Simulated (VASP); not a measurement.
Wanted: the native input for a VASP 6.6.1 run.

- Task: relaxation of the atoms
- Functional: PBEsol
- Potentials or basis: VASP PAW PBE potentials, release 64 (Fe, Si)
- Cutoff: 520 eV
- k mesh: 16 × 16 × 8
- Occupations: gaussian, width 0.1 eV
- Spin: no spin polarisation
- Dipole correction: no
- Further INCAR settings: ALGO = Normal; EDIFF = 1e-07; IBRION = 2; EDIFFG = -0.008; NSW = 60

The structure of FeSi2 lies in POSCAR:

```
FeSi2
1.0
    2.7298072044      0.0000000000      0.0000000000
    0.0000000000      2.7298072044      0.0000000000
    0.0000000000      0.0000000000      5.2084896194
Fe Si
1 2
Direct
    0.0000000000      0.0000000000      0.0000000000
    0.5000000000      0.5000000000      0.2711004571
    0.5000000000      0.5000000000      0.7288995429
```

This cell differs from its parent crystal: equal strain along all axes, cell held: +2.0 %.

One way to write it, as run:

INCAR

```
SYSTEM = FeSi2
  PREC = Accurate
  ENCUT = 520
  EDIFF = 1E-7
  ISMEAR = 0
  SIGMA = 0.1
  LREAL = .False.
  LASPH = .True.
  NELM = 80
  ALGO = Normal
  ISIF = 2
  LWAVE = .False.
  LCHARG = .False.
  GGA = PS
  IBRION = 2
  NSW = 60
  EDIFFG = -0.008
```

KPOINTS

```
Automatic mesh
0
Gamma
  16 16 8
  0 0 0
```

Potentials or basis: VASP PAW PBE potentials, release 64 (Fe, Si).

Run with:

```bash
$ cat potpaw_PBE.64/Fe/POTCAR potpaw_PBE.64/Si/POTCAR > POTCAR
$ mpirun -np 1 vasp_std > vasp.out
```

It gave:

- Energy gained by relaxing: 0.2 meV/atom
- Ionic steps: 3
- Pressure after relaxing: -10.0 GPa
- Band gap on the k mesh: zero (bands 8 and 9 overlap by 0.31 eV)

Caveat: the cell differs from its parent crystal (equal strain along all axes, cell held: +2.0 %); the PAW data sets were made with another functional, which shifts forces and pressure a little; the run has no spin polarisation, though such a crystal can be magnetic.

It took 84 s on 1 thread of Intel(R) Xeon(R) Platinum 8488C (Sapphire Rapids), with other jobs on the host, peak memory 0.24 GiB.
